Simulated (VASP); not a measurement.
Input of a VASP 6.6.1 run:

File INCAR:

```
SYSTEM = AlN
PREC = Accurate
ENCUT = 520
EDIFF = 1E-7
ISMEAR = 0
SIGMA = 0.05
LREAL = .False.
LASPH = .True.
NELM = 100
ALGO = Normal
ISIF = 2
LWAVE = .False.
LCHARG = .False.
IBRION = 2
NSW = 50
EDIFFG = -0.01
```

The input KPOINTS:

```
Automatic mesh
0
Gamma
  9 9 6
  0 0 0
```

Contents of POSCAR:

```
AlN
1.0
    3.1813000000      0.0000000000      0.0000000000
   -1.5906500000      2.7550866171      0.0000000000
    0.0000000000      0.0000000000      4.9435842660
Al N
2 2
Direct
    0.3333333333      0.6666666667      0.0015210172
    0.6666666667      0.3333333333      0.5015210172
    0.3333333333      0.6666666667      0.3834789828
    0.6666666667      0.3333333333      0.8834789828
```

Potentials or basis: VASP PAW LDA potentials, release 64 (Al, N).

The run is started by

```sh
$ cat potpaw_LDA.64/Al/POTCAR potpaw_LDA.64/N/POTCAR > POTCAR
$ mpirun -np 1 vasp_std > vasp.out
```

Question: What does it give for the band gap on the k mesh?

Answer: 3.76 eV, direct.

Question: Predict the energy gained by relaxing.

Answer: 1.7 meV/atom.

Stress tensor (GPa, compression positive):
```
-13.79   0.00   0.00
  0.00 -13.79   0.00
  0.00   0.00  -5.40
```

A k mesh can miss the band edges. A hybrid or GW would open this gap; LDA tends to underestimate it.
